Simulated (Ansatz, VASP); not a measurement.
This is a calculation of Mg6TiW for Ansatz 0.2.0.

File input.yaml:

```yaml
crystal:
  lattice:
    - [4.8094, 0.0, 0.0]
    - [0.0, 3.001561, 5.5205055]
    - [0.0, -3.001561, 5.5205055]
  atoms:
    - { symbol: W, position: [0.498486, 0.70214, 0.690172] }
    - { symbol: Ti, position: [-0.005062, 0.798631, 0.798855] }
    - { symbol: Mg, position: [0.49947, 0.170318, 0.17919] }
    - { symbol: Mg, position: [0.501247, 0.68877, 0.16845] }
    - { symbol: Mg, position: [0.498628, 0.161532, 0.690267] }
    - { symbol: Mg, position: [0.001832, 0.333671, 0.330224] }
    - { symbol: Mg, position: [0.003896, 0.812158, 0.34204] }
    - { symbol: Mg, position: [0.001213, 0.339032, 0.832827] }
hamiltonian:
  xc: pbe
  pseudopotentials: { kind: paw }
kpoints:
  mp_grid: { grid: [6, 5, 5] }
scf:
  occupations: { method: fermi_dirac, width: 0.05 }
output:
  forces: true
  stress: true
  eigenvalues: true
```

Potentials or basis: Ansatz PAW.

Run with:

```console
$ ansatz run input.yaml --threads 4 --pin off --max-ram 10240MiB --backend cpu --events-out ev --progress --plain --runs-dir out
```

Translate it to VASP 6.6.1. Potentials there: VASP PAW PBE potentials, release 64 (W_sv, Ti_sv, Mg).

As run (the cutoff follows the program's own potentials):

The input INCAR:

```
SYSTEM = Mg6TiW
PREC = Accurate
ENCUT = 520
EDIFF = 1E-7
ISMEAR = -1
SIGMA = 0.05
LREAL = .FALSE.
LASPH = .TRUE.
NELM = 60
ALGO = Fast
ISIF = 2
LWAVE = .FALSE.
LCHARG = .FALSE.
GGA = PE
NBANDS = 29
```

KPOINTS

```
Automatic mesh
0
G
  6 5 5
  0 0 0
```

File POSCAR:

```
Mg6TiW
1.0
    4.8094000000      0.0000000000      0.0000000000
    0.0000000000      3.0015610000      5.5205055000
    0.0000000000     -3.0015610000      5.5205055000
W Ti Mg
1 1 6
Direct
    0.4984860000      0.7021400000      0.6901720000
   -0.0050620000      0.7986310000      0.7988550000
    0.4994700000      0.1703180000      0.1791900000
    0.5012470000      0.6887700000      0.1684500000
    0.4986280000      0.1615320000      0.6902670000
    0.0018320000      0.3336710000      0.3302240000
    0.0038960000      0.8121580000      0.3420400000
    0.0012130000      0.3390320000      0.8328270000
```

Potentials or basis: VASP PAW PBE potentials, release 64 (W_sv, Ti_sv, Mg).

Command:

```bash
$ cat potpaw_PBE.64/W_sv/POTCAR potpaw_PBE.64/Ti_sv/POTCAR potpaw_PBE.64/Mg/POTCAR > POTCAR
$ mpirun -np 1 vasp_std > vasp.out
```

Both were run:

|  | VASP | Ansatz | Ansatz less VASP |
| --- | --- | --- | --- |
| gap on the k mesh at the Fermi level (eV) | none | none | - |
| pressure (GPa) | 0.3 | 0.4 | +0.10 |
| traceless stress, the component that is largest in VASP (GPa) | -0.55 | -0.58 | -0.029 |
| rms of the force components (eV/Å) | 0.183 | 0.183 | -0.0005 |

Atom by atom the forces differ by 0.003 eV/Å (rms over components). A gap of «none» marks a metal or a gap that the smearing closes. VASP's potentials hold 38 valence electrons a cell and Ansatz's 86, so a difference there can come from the potentials and not from the codes.

Spin-orbit coupling is off throughout.
